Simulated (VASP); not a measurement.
# TiC: single point with PBE

Crystal: TiC.

```
CELL_PARAMETERS angstrom
-0.02164 2.15318 2.15318
2.15318 -0.02164 2.15318
2.15318 2.15318 -0.02164
ATOMIC_POSITIONS crystal
Ti 0.00000 0.00000 0.00000
C 0.50000 0.50000 0.50000
```

This cell differs from its parent crystal: equal xy, yz and zx shear strains of -1 %.

* Program: VASP 6.6.1
* Task: single point
* Functional: PBE
* Potentials or basis: VASP PAW PBE potentials, release 64 (Ti_sv, C)
* Cutoff: 520 eV
* k mesh: 16 × 16 × 16
* Occupations: fermi-dirac, width 0.03 eV
* Spin: no spin polarisation
* Dipole correction: no
* Further INCAR settings: ALGO = Normal; EDIFF = 1e-06; NBANDS = 15

```yaml
Pressure: 1.1 GPa
Band_gap_on_the_k_mesh: zero (band 8 reaches 10.23 eV, above the bottom of band 9 at 9.10 eV)
```

Stress tensor (GPa, compression positive):
```
1.07 1.54 1.54
1.54 1.07 1.54
1.54 1.54 1.07
```

Levels at points of the mesh, in eV from the Fermi level:
| k point | band 6 | band 7 | band 8 | band 9 | band 10 | band 11 |
| --- | --- | --- | --- | --- | --- | --- |
| (0.00, 0.00, 0.00) | 0.65 | 0.65 | 0.79 | 1.64 | 1.64 | 1.73 |
| (0.50, 0.00, 0.00) | -5.84 | -2.93 | -2.80 | 2.87 | 2.96 | 4.10 |
| (0.50, 0.50, 0.00) | -3.43 | -1.62 | -0.10 | 0.04 | 2.72 | 3.53 |
| (0.50, 0.50, 0.50) | -5.84 | -2.98 | -2.98 | 2.97 | 2.97 | 4.18 |

Run time: 47 s on 1 thread of Intel(R) Xeon(R) 6975P-C (Granite Rapids), on a shared host, peak memory 0.24 GiB.

Caveat: the cell differs from its parent crystal (equal xy, yz and zx shear strains of -1 %).
